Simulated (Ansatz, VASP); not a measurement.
H16CO7 in VASP and in Ansatz

```
O H C
1.0
     6.27431    0.00000    0.00000
     0.00000    6.27431    0.00000
     0.00000    0.00000    6.27431
O H C
7 16 1
Direct
  0.10338 0.74641 0.21693
  0.18211 0.55666 0.83593
  0.95434 0.14235 0.24932
  0.39857 0.28510 0.22924
  0.50602 0.61210 0.45829
  0.84691 0.37672 0.61131
  0.58403 0.14685 0.86294
  0.14127 0.68285 0.07560
  0.22269 0.71251 0.31141
  0.29222 0.58788 0.72954
  0.06120 0.49885 0.75262
  0.84439 0.14292 0.13911
  0.01145 0.99329 0.24038
  0.24384 0.26658 0.21134
  0.45923 0.25311 0.08610
  0.47981 0.48882 0.35586
  0.57362 0.72534 0.37617
  0.74201 0.48085 0.55528
  0.88724 0.29022 0.48506
  0.35955 0.91612 0.80063
  0.67841 0.23627 0.76964
  0.27393 0.18013 0.73909
  0.45836 0.04881 0.56690
  0.41000 0.06882 0.73415
```

Alike in both runs: functional PBE; dispersion D3(BJ); k mesh 1 × 1 × 1; occupations fermi-dirac, width 0.05 eV; no spin polarisation.

Ansatz relaxed the structure, and its values are those at the end. VASP's run is a single point on that final structure, the one shown.

|  | VASP | Ansatz |
| --- | --- | --- |
| version | VASP 6.6.1 | Ansatz 0.2.0 |
| potentials or method | VASP PAW PBE potentials, release 64 (O_h, H_h, C_h), cutoff 1000 eV | scalar-relativistic, plane waves, PAW |
| valence electrons in the cell | 62 | 62 |

```tsv
	VASP	Ansatz	Ansatz less VASP
rms of the force components (eV/Å)	0.112	0.112	-0.0001
```
